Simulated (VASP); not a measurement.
TaAs: single point with PBEsol

TaAs:

```
Ta As
1.0
    -1.72181    1.72181    5.86794
     1.72181   -1.72181    5.86794
     1.72181    1.72181   -5.86794
Ta As
2 2
Direct
  0.49997 0.49997 0.00000
  0.24997 0.74997 0.50000
  0.08263 0.08263 0.00000
  0.83263 0.33263 0.50000
```

```yaml
Program: VASP 6.6.1
Task: single point
Functional: PBEsol
Potentials_or_basis: VASP PAW PBE potentials, release 64 (Ta_pv, As)
Cutoff: 520 eV
k_mesh: 8 × 8 × 8
Occupations: fermi-dirac, width 0.05 eV
Spin: no spin polarisation
```

* Pressure: -3.2 GPa
* Largest force: 0.026 eV/Å
* Band gap on the k mesh: zero (band 16 reaches 6.87 eV, above the bottom of band 17 at 6.82 eV)

Forces in eV/Å, atoms in the order of the input:
```
Ta   0.000  0.000  0.026
Ta   0.000  0.000  0.026
As   0.000  0.000 -0.026
As   0.000  0.000 -0.026
```

Stress tensor (GPa, compression positive):
```
-3.05  0.00  0.00
 0.00 -3.05  0.00
 0.00  0.00 -3.43
```

Levels at points of the mesh, in eV from the Fermi level:
```tsv
k point	band 14	band 15	band 16	band 17	band 18	band 19
(0.00, 0.00, 0.00)	-1.97	-1.63	-1.63	0.91	1.56	2.31
(0.50, 0.00, 0.00)	-2.33	-1.59	-0.28	0.12	1.36	2.23
(0.50, 0.50, 0.00)	-3.20	-1.13	-1.13	2.79	2.79	3.06
(0.50, 0.50, 0.50)	-2.82	-0.90	-0.90	1.22	1.22	2.27
```

Run time: 2.7 min on 1 thread of Intel(R) Xeon(R) Platinum 8488C (Sapphire Rapids) (shared host), peak memory 0.37 GiB.

Caveat: the PAW data sets were made with another functional, which shifts forces and pressure a little; spin-orbit coupling is left out, which moves the levels of the heavy elements.
